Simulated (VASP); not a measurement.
Here is a VASP 6.6.1 calculation.

INCAR

```
SYSTEM = Na3Ga
PREC     = Accurate       ! precision mode
ENCUT    = 520            ! plane-wave cutoff, eV
EDIFF    = 1E-6           ! SCF threshold, eV
ISMEAR   = -1             ! smearing method
SIGMA    = 0.1            ! smearing width, eV
LREAL    = .FALSE.        ! projectors in reciprocal space
LASPH    = .TRUE.         ! aspherical terms in the spheres
NELM     = 80             ! most SCF steps
ALGO     = Normal         ! electronic algorithm
ISIF     = 2              ! what is computed and relaxed
LWAVE    = .FALSE.        ! write WAVECAR
LCHARG   = .TRUE.         ! write CHGCAR
GGA      = CA             ! functional
LELF     = .TRUE.         ! ELF
LVHAR    = .TRUE.       
NBANDS   = 25             ! bands
```

File KPOINTS:

```
Automatic mesh
0
G
  5 5 5
  0 0 0
```

Contents of POSCAR:

```
Na3Ga
1.0
    0.0000000000      3.8256210000      3.8256210000
    3.8256210000      0.0000000000      3.8256210000
    3.8256210000      3.8256210000      0.0000000000
Na Ga
3 1
Direct
    0.2500000000      0.2500000000      0.2500000000
    0.7500000000      0.7500000000      0.7500000000
    0.5000000000      0.5000000000      0.5000000000
    0.0000000000      0.0000000000      0.0000000000
```

Potentials or basis: VASP PAW LDA potentials, release 64 (Na_pv, Ga_d).

Command:

```console
$ cat potpaw_LDA.64/Na_pv/POTCAR potpaw_LDA.64/Ga_d/POTCAR > POTCAR
$ mpirun -np 1 vasp_std > vasp.out
```

(1) Estimate the band gap on the k mesh.

(2) What does it give for the pressure?

## Answers

(1) zero (band 17 reaches 2.20 eV, above the bottom of band 18 at 0.70 eV).

(2) -1.6 GPa.
